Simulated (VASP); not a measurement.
Runs of VASP 6.6.1 on La. The structure is that of space group Im-3m (No. 229), or close to it. The cells are those of the table. This isn't the form of La at room conditions, which is double hcp.

```csv
task,cell,gap on the mesh (eV),pressure (GPa)
single point,"a = 3.144 Å, angles 109.5°, 1 atom",none,14.8
single point,"a = 2.914 Å, angles 109.5°, 1 atom",none,(a)
relaxation of cell and atoms,"relaxed from a = 3.646 Å, angles 109.5°, 1 atom",none,0.0
relaxation of cell and atoms,"relaxed to 30 GPa from a = 3.646 Å, angles 109.5°, 1 atom",none,30.0
single point,"a = 3.499 Å, angles 109.5°, 1 atom",none,-0.1
```

Alike in all rows: level LDA; potentials or basis VASP PAW LDA potentials, release 64 (La); no spin polarisation; k mesh 15 × 15 × 15; cutoff (eV) 500; smearing gaussian 0.05 eV.

Task: Estimate the missing entries.

Result: (a) 44.9.

Caveats: spin-orbit coupling is left out, which moves the levels of the heavy elements; the cell stands under pressure (at least some runs); the cell is relaxed towards a set pressure, so the run minimises the enthalpy, not the energy (at least some runs).

A k mesh can miss the band edges, and the runs leave out spin-orbit coupling on La.

A gap of «none» marks levels without a gap at the run's occupations.
